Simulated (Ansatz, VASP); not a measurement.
**Two plane-wave programs on Bi2Se3**

```
Bi Se
1.0
    -2.09366    3.62632    0.00000
    -6.28097   -3.62632    0.00000
     2.09366    1.20877   10.43403
Bi Se
4 6
Direct
  0.50000 0.89135 0.18732
  0.00000 0.39984 0.18625
  0.50000 0.10016 0.81375
  0.00000 0.60865 0.81268
  0.50000 0.48454 0.00227
  0.00000 0.01546 0.99773
  0.50000 0.73346 0.66913
  0.00000 0.20860 0.65706
  0.50000 0.29140 0.34294
  0.00000 0.76654 0.33087
```

Change from the starting cell: mode 25 (137.8 1/cm) frozen in, largest displacement -0.120 Å.

Alike in both runs: task single point; functional PBE; k mesh 8 × 4 × 4; occupations gaussian, width 0.05 eV; no spin polarisation.

|  | VASP | Ansatz |
| --- | --- | --- |
| version | VASP 6.6.1 | Ansatz 0.2.0 |
| potentials or method | VASP PAW PBE potentials, release 64 (Bi_d, Se), cutoff 520 eV | scalar-relativistic, plane waves, PAW |
| valence electrons in the cell | 96 | 156 |

Ansatz gave:

| Quantity | Value |
| --- | --- |
| gap on the k mesh at the Fermi level (eV) | 0.66 |
| least direct gap on the mesh (eV) | 0.68 |
| pressure (GPa) | 0.3 |
| traceless stress, the component that is largest in VASP (GPa) | -0.25 |
| rms of the force components (eV/Å) | 0.322 |

**Question.** Which values does VASP return?

**Answer.** gap on the k mesh at the Fermi level (eV): 0.65; least direct gap on the mesh (eV): 0.68; pressure (GPa): 0.3; traceless stress, the component that is largest in VASP (GPa): -0.25; rms of the force components (eV/Å): 0.323.

Atom by atom the forces differ by 0.005 eV/Å (rms over components). VASP's potentials hold 96 valence electrons a cell and Ansatz's 156, so a difference there can come from the potentials and not from the codes.

Neither program's run includes spin-orbit coupling.
